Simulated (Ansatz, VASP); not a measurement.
**Two plane-wave programs on TlCl**

```
CELL_PARAMETERS angstrom
3.79363 0.00000 0.00000
0.00000 3.79363 0.00000
0.00000 0.00000 3.79363
ATOMIC_POSITIONS crystal
Tl 0.00000 0.00000 0.00000
Cl 0.50000 0.50000 0.50000
```

Alike in both runs: task single point; functional PBE; k mesh 6 × 6 × 6; non-collinear spin, spin-orbit coupling.

|  | VASP | Ansatz |
| --- | --- | --- |
| version | VASP 6.6.1 | Ansatz 0.2.0 |
| potentials or method | VASP PAW PBE potentials, release 64 (Tl_d, Cl) | plane waves, PAW |
| plane-wave cutoff (eV) | 500 | 420 |
| occupations | gaussian, width 0.01 eV | fixed |
| valence electrons in the cell | 20 | 20 |

|  | VASP | Ansatz | Ansatz less VASP |
| --- | --- | --- | --- |
| pressure (GPa) | 2.0 | 2.1 | +0.03 |
| net moment per atom (μB) | 0.00 | 0.00 | 0.000 |
